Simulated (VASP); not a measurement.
# AlRu (Pmmm) in VASP: a series of runs

AlRu is run at these levels: PBEsol; tasks: single point.

Everything below comes from runs of VASP 6.6.1. Logs are shortened: lines on timing, memory, paths and dates and some standing lists are left out, and cuts for length are marked.

## Step 1: The cell of the first run

Symmetry: Pmmm, No. 47, orthorhombic system. Conventional cell: a = 2.865 Å, b = 2.976 Å, c = 3.088 Å, α = 90.00°, β = 90.00°, γ = 90.00°. Within 3.4 Å of Al (site symmetry mmm) lie 8 Ru at 2.58 Å and 6 Al at 2.86 to 3.09 Å. Within 3.4 Å of Ru (site symmetry mmm) lie 8 Al at 2.58 Å and 6 Ru at 2.86 to 3.09 Å.

## Step 2: Single point, PBEsol (strain +0.0375 x Voigt [1, -1, 0, 0, 0, 0])

INCAR reads:

```
ALGO = Fast
EDIFF = 1E-6
ENCUT = 520
GGA = PS
ISIF = 2
ISMEAR = 0
LASPH = T
LCHARG = F
LREAL = F
LWAVE = F
NBANDS = 16
NELM = 60
PREC = Accurate
SIGMA = 0.15
```

KPOINTS reads:

```
k-points
0
Gamma
  20 20 20
```

POSCAR reads:

```
AlRu
1.0
    3.0880231162      0.0000000000      0.0000000000
    0.0000000000      2.8647925294      0.0000000000
    0.0000000000      0.0000000000      2.9764078228
Al Ru
1 1
Direct
    0.0000000000      0.0000000000      0.0000000000
    0.5000000000      0.5000000000      0.5000000000
```

Potentials or basis: VASP PAW PBE potentials, release 64 (Al, Ru_pv).

Command:

```
> cat potpaw_PBE.64/Al/POTCAR potpaw_PBE.64/Ru_pv/POTCAR > POTCAR
> mpirun -np 1 vasp_std > vasp.out
```

OUTCAR:

```text
EDIFF = 1E-6
   ENCUT = 520
   GGA = PS
   ISIF = 2
   ISMEAR = 0
   LASPH = T
   LREAL = F
   NELM = 60
   PREC = Accurate

 ion  position               nearest neighbor table
   1  0.000  0.000  0.000-   2 2.58   2 2.58   2 2.58   2 2.58   2 2.58   2 2.58   2 2.58   2 2.58

   2  0.500  0.500  0.500-   1 2.58   1 2.58   1 2.58   1 2.58   1 2.58   1 2.58   1 2.58   1 2.58

  LATTYP: Found a simple orthorhombic cell.
 ALAT       =     2.8647925294
 B/A-ratio  =     1.0389610390
 C/A-ratio  =     1.0779220780

  Lattice vectors:

 A1 = (   0.0000000000,   2.8647925294,   0.0000000000)
 A2 = (   0.0000000000,   0.0000000000,   2.9764078228)
 A3 = (   3.0880231162,   0.0000000000,   0.0000000000)

Analysis of symmetry for initial positions (statically):
=====================================================================
 Subroutine PRICEL returns:
 Original cell was already a primitive cell.

 Routine SETGRP: Setting up the symmetry group for a
 simple orthorhombic supercell.

 Subroutine GETGRP returns: Found  8 space group operations
 (whereof  8 operations were pure point group operations)
 out of a pool of  8 trial point group operations.

The static configuration has the point symmetry D_2h.

Analysis of symmetry for dynamics (positions and initial velocities):
=====================================================================
 Subroutine PRICEL returns:
 Original cell was already a primitive cell.

 Routine SETGRP: Setting up the symmetry group for a
 simple orthorhombic supercell.

 Subroutine GETGRP returns: Found  8 space group operations
 (whereof  8 operations were pure point group operations)
 out of a pool of  8 trial point group operations.

The dynamic configuration has the point symmetry D_2h.

 Subroutine INISYM returns: Found  8 space group operations
 (whereof  8 operations are pure point group operations),
 and found     1 'primitive' translations

----------------------------------------------------------------------------------------

                                     Primitive cell

  volume of cell :      26.3309

  direct lattice vectors                    reciprocal lattice vectors
     3.088023116  0.000000000  0.000000000     0.323831773  0.000000000  0.000000000
     0.000000000  2.864792529  0.000000000     0.000000000  0.349065417  0.000000000
     0.000000000  0.000000000  2.976407823     0.000000000  0.000000000  0.335975464

  length of vectors
     3.088023116  2.864792529  2.976407823     0.323831773  0.349065417  0.335975464

  position of ions in fractional coordinates (direct lattice)
     0.000000000  0.000000000  0.000000000
     0.500000000  0.500000000  0.500000000

  ion indices of the primitive-cell ions
   primitive index   ion index
                 1           1
                 2           2

----------------------------------------------------------------------------------------

 KPOINTS: k-points

Automatic generation of k-mesh.
 Grid dimensions read from file:
 generate k-points for:   20   20   20

 Generating k-lattice:

  Cartesian coordinates                     Fractional coordinates (reciprocal lattice)
     0.016191589  0.000000000  0.000000000     0.050000000  0.000000000  0.000000000
     0.000000000  0.017453271  0.000000000     0.000000000  0.050000000  0.000000000
     0.000000000  0.000000000  0.016798773     0.000000000  0.000000000  0.050000000

  Length of vectors
     0.016191589  0.017453271  0.016798773

  Shift w.r.t. Gamma in fractional coordinates (k-lattice)
     0.000000000  0.000000000  0.000000000

 Subroutine IBZKPT returns following result:
 ===========================================

 Found   1331 irreducible k-points:

 Following reciprocal coordinates:
            Coordinates               Weight
  0.000000  0.000000  0.000000      1.000000
  0.050000  0.000000  0.000000      2.000000
  0.100000  0.000000  0.000000      2.000000
  0.150000  0.000000  0.000000      2.000000
  0.200000  0.000000  0.000000      2.000000
  0.250000  0.000000  0.000000      2.000000
[... 16 lines left out ...]
  0.000000  0.100000  0.000000      2.000000
  0.050000  0.100000  0.000000      4.000000
 [... further k-points ...]
   k-points           NKPTS =   1331   k-points in BZ     NKDIM =   1331   number of bands    NBANDS=     16
   number of dos      NEDOS =    301   number of ions     NIONS =      2
   total plane-waves  NPLWV =  13824
   dimension x,y,z NGX =    24 NGY =   24 NGZ =   24
   dimension x,y,z NGXF=    48 NGYF=   48 NGZF=   48
   ions per type =               1   1
   NGX,Y,Z   is equivalent  to a cutoff of  12.92, 13.93, 13.41 a.u.
   NGXF,Y,Z  is equivalent  to a cutoff of  25.84, 27.85, 26.81 a.u.
 SYSTEM =  unknown system
   PREC   = accura    normal or accurate (medium, high low for compatibility)
   ISTART =      0    job   : 0-new  1-cont  2-samecut
   ICHARG =      2    charge: 1-file 2-atom 10-const
   ISPIN  =      1    spin polarized calculation?
   LNONCOLLINEAR =      F non collinear calculations
   LSORBIT =      F    spin-orbit coupling
   LASPH  =      T    aspherical Exc in radial PAW
   ENCUT  =  520.0 eV  38.22 Ry    6.18 a.u.   5.74  5.33  5.53*2*pi/ulx,y,z
   NELM   =     60;   NELMIN=  2; NELMDL= -5     # of ELM steps
   EDIFF  = 0.1E-05   stopping-criterion for ELM
   LREAL  =      F    real-space projection
   EDIFFG = 0.1E-04   stopping-criterion for IOM
   NSW    =      0    number of steps for IOM
   IBRION =     -1    ionic relax: 0-MD 1-quasi-New 2-CG
   NFREE  =      0    steps in history (QN), initial steepest desc. (CG)
   ISIF   =      2    stress and relaxation
   ISYM   =      2    0-nonsym 1-usesym 2-fastsym
   POTIM  = 0.5000    time-step for ionic-motion
   TEBEG  =    0.0;   TEEND  =   0.0 temperature during run
   PSTRESS=    0.0 pullay stress
   NELECT =      17.0000    total number of electrons
   NUPDOWN=      -1.0000    fix difference up-down
   EMIN   =  10.00;   EMAX   =-10.00  energy-range for DOS
   EFERMI =   0.00;   METHOD = LEGACY
   ISMEAR =     0;   SIGMA  =   0.15  broadening in eV -4-tet -1-fermi 0-gaus
   EFERMI_NEDOS =   21; number of points for ismear=-14 and -15
   IALGO  =     68    algorithm
   IMIX   =      4    mixing-type and parameters
     AMIX     =   0.40;   BMIX     =  1.00
     AMIX_MAG =   1.60;   BMIX_MAG =  1.00
  volume/ion in A,a.u.               =      13.17        88.84
  Fermi-wavevector in a.u.,A,eV,Ry     =   1.414933  2.673835 27.239330  2.002034
  Thomas-Fermi vector in A             =   2.536424
   LORBIT       =      0    0 simple, 1 ext, 2 COOP (PROOUT), +10 PAW based schemes
   GGA     = PS    functional components
   LHFCALC =     F    Hartree Fock is set to
   AEXX    =    0.0000 exact exchange contribution
   IVDW    =     0    specifies the selected vdW correction
   LEPSILON=     F    determine dielectric tensor
   LRPA    =     F    only Hartree local field effects (RPA)
 non-spin polarized calculation
 RMM-DIIS sequential band-by-band and
 Gauss-broadening in eV      SIGMA  =   0.15
  energy-cutoff  :      520.00
  volume of cell :       26.33
 maximum number of plane-waves:       730
 NGX is ok and might be reduce to    24
   NGX = 11   NGY = 11   NGZ = 11

 number of electron      16.9999999 magnetization

 Free energy of the ion-electron system (eV)
  ---------------------------------------------------
  ext. energy  EPLUGINS =         0.00000000
  ---------------------------------------------------
  free energy    TOTEN  =       -15.48598122 eV

  energy without entropy =      -15.46859330  energy(sigma->0) =      -15.47728726

 E-fermi :  10.8659     XC(G=0): -12.7727

 val. band max:       10.8643224086   @ k =   0.1500   0.0500   0.1500
 cond. band min:      10.8673045516   @ k =   0.0000   0.1500   0.0000
 fundamental gap:      0.0029821430
 Fermi energy:        10.8658524039

 k-point     1 :       0.0000    0.0000    0.0000
  band No.  band energies     occupation
      1     -30.9242      2.00000
      2     -30.8766      2.00000
      3     -30.8244      2.00000
      4       1.0470      2.00000
      5       7.1211      2.00000
      6       7.1572      2.00000
[... 8 lines left out ...]
     15      22.8324      0.00000
     16      26.3853      0.00000

 k-point     2 :       0.0500    0.0000    0.0000
  band No.  band energies     occupation
      1     -30.9281      2.00000
      2     -30.8763      2.00000
      3     -30.8241      2.00000
      4       1.0928      2.00000
      5       7.1295      2.00000
      6       7.1717      2.00000
[... 8 lines left out ...]
     15      22.8324      0.00000
     16      26.4736      0.00000

 k-point     3 :       0.1000    0.0000    0.0000
  band No.  band energies     occupation
      1     -30.9393      2.00000
      2     -30.8754      2.00000
      3     -30.8233      2.00000
      4       1.2295      2.00000
      5       7.1490      2.00000
      6       7.2142      2.00000
[... 8 lines left out ...]
     15      22.8324      0.00000
     16      26.7590      0.00000

 k-point     4 :       0.1500    0.0000    0.0000
  band No.  band energies     occupation
      1     -30.9568      2.00000
      2     -30.8740      2.00000
      3     -30.8220      2.00000
      4       1.4540      2.00000
      5       7.1618      2.00000
      6       7.2816      2.00000
[... 8 lines left out ...]
     15      23.1170      0.00000
     16      27.2898      0.00000
[... 324 lines left out ...]
 k-point    22 :       0.5000    0.0500    0.0000
  band No.  band energies     occupation
      1     -31.0799      2.00000
      2     -30.8634      2.00000
      3     -30.8204      2.00000
      4       4.8732      2.00000
      5       4.9232      2.00000
      6       7.8547      2.00000
[... 8 lines left out ...]
     15      23.4959      0.00000
     16      24.9909      0.00000

 k-point    23 :       0.0000    0.1000    0.0000
  band No.  band energies     occupation
      1     -30.9213      2.00000
      2     -30.8738      2.00000
      3     -30.8556      2.00000
      4       1.2547      2.00000
      5       7.2113      2.00000
      6       7.2646      2.00000
[... 8 lines left out ...]
     15      22.8362      0.00000
     16      27.2689      0.00000

 k-point    24 :       0.0500    0.1000    0.0000
  band No.  band energies     occupation
      1     -30.9252      2.00000
      2     -30.8735      2.00000
      3     -30.8553      2.00000
      4       1.2999      2.00000
      5       7.2213      2.00000
      6       7.2790      2.00000
[... 8 lines left out ...]
     15      22.8361      0.00000
     16      27.3279      0.00000

 [... further k-points ...]

------------------------ aborting loop because EDIFF is reached ----------------------------------------

  FORCE on cell =-STRESS in cart. coord.  units (eV):
  Direction    XX          YY          ZZ          XY          YZ          ZX
  --------------------------------------------------------------------------------------
  -------------------------------------------------------------------------------------
  Total       -0.9349145      1.3175250      0.0684513      0.0000000     -0.0000000      0.0000000
  in kB      -56.8874298     80.1684117      4.1651085      0.0000000     -0.0000000      0.0000000
  external PRESSURE =       9.1486968 kB  Pullay stress =       0.0000000 kB

 VOLUME and BASIS-vectors are now :
 -----------------------------------------------------------------------------
  energy-cutoff  :      520.00
  volume of cell :       26.33
      direct lattice vectors                 reciprocal lattice vectors
     3.088023116  0.000000000  0.000000000     0.323831773  0.000000000  0.000000000
     0.000000000  2.864792529  0.000000000     0.000000000  0.349065417  0.000000000
     0.000000000  0.000000000  2.976407823     0.000000000  0.000000000  0.335975464

 POSITION                                       TOTAL-FORCE (eV/Angst)
 -----------------------------------------------------------------------------------
      0.00000      0.00000      0.00000         0.000000      0.000000      0.000000
      1.54401      1.43240      1.48820         0.000000      0.000000      0.000000
 -----------------------------------------------------------------------------------
    total drift:                                0.000000     -0.000000     -0.000000

  FREE ENERGIE OF THE ION-ELECTRON SYSTEM (eV)
  ---------------------------------------------------
  free  energy   TOTEN  =       -15.4859812155 eV

  energy  without entropy=      -15.4685932968  energy(sigma->0) =      -15.47728726
```

Run time: 8.1 min. Hardware: 1 thread of Intel Xeon 8259CL, shared host; peak memory 0.61 GiB.

Results:

```yaml
Free_energy: -15.4860 eV
Pressure: 0.9 GPa
Band_gap_on_the_k_mesh: zero (an odd number of electrons rules out a gap without spin polarisation)
```

Caveat: the cell differs from its parent crystal (strain +0.0375 x Voigt [1, -1, 0, 0, 0, 0]); the stress differs along the axes, from -6 to 8 GPa; the PAW data sets were made with another functional, which shifts forces and pressure a little.

## Step 3: Single point, PBEsol (strain +0.0187 x Voigt [1, -1, 0, 0, 0, 0])

INCAR reads:

```
  PREC = Accurate
  ENCUT = 520
  EDIFF = 1E-6
  ISMEAR = 0
  SIGMA = 0.15
  LREAL = F
  LASPH = T
  NELM = 100
  ALGO = Fast
  ISIF = 2
  LWAVE = F
  LCHARG = F
  GGA = PS
  NBANDS = 16
```

KPOINTS reads:

```
regular mesh
0
Gamma
  20 20 20
```

POSCAR reads:

```
AlRu
1.0
    3.0320666491      0.0000000000      0.0000000000
    0.0000000000      2.9207489965      0.0000000000
    0.0000000000      0.0000000000      2.9764078228
Al Ru
1 1
Direct
    0.0000000000      0.0000000000      0.0000000000
    0.5000000000      0.5000000000      0.5000000000
```

Potentials or basis: VASP PAW PBE potentials, release 64 (Al, Ru_pv).

Command:

```
> cat potpaw_PBE.64/Al/POTCAR potpaw_PBE.64/Ru_pv/POTCAR > POTCAR
> mpirun -np 1 vasp_std > vasp.out
```

Wall time 7.7 min (1 thread of Intel Xeon 8259CL, shared host); peak memory 0.61 GiB.

Results (log left out):

| Quantity | Value |
| --- | --- |
| Free energy | -15.5176 eV |
| Pressure | 0.2 GPa |
| Band gap on the k mesh | zero (an odd number of electrons rules out a gap without spin polarisation) |

Stress tensor (GPa, compression positive):
```
-3.14  0.00  0.00
 0.00  3.57  0.00
 0.00  0.00  0.05
```

Levels at points of the mesh, in eV from the Fermi level:
```csv
k point,band 6,band 7,band 8,band 9,band 10,band 11,band 12,band 13
"(0.00, 0.00, 0.00)",-3.68,0.07,0.20,0.31,5.58,6.14,6.73,10.98
"(0.50, 0.00, 0.00)",-2.94,-1.63,-1.40,0.54,2.01,7.46,11.06,11.58
"(0.00, 0.50, 0.00)",-2.79,-1.87,-1.65,0.37,2.67,7.41,10.60,11.08
"(0.50, 0.50, 0.00)",-1.51,-1.26,-1.25,-1.14,1.54,5.41,6.42,10.72
"(0.00, 0.00, 0.50)",-2.87,-1.86,-1.41,0.46,2.34,7.41,10.59,11.58
"(0.50, 0.00, 0.50)",-1.55,-1.42,-1.05,-0.99,1.43,5.12,6.30,11.18
"(0.00, 0.50, 0.50)",-1.41,-1.34,-1.34,-1.21,1.68,5.64,6.54,10.30
"(0.50, 0.50, 0.50)",-4.69,1.54,1.78,2.70,4.02,4.13,4.26,8.45
```

Caveat: the cell differs from its parent crystal (strain +0.0187 x Voigt [1, -1, 0, 0, 0, 0]); the stress differs along the axes, from -3 to 4 GPa; the PAW data sets were made with another functional, which shifts forces and pressure a little.
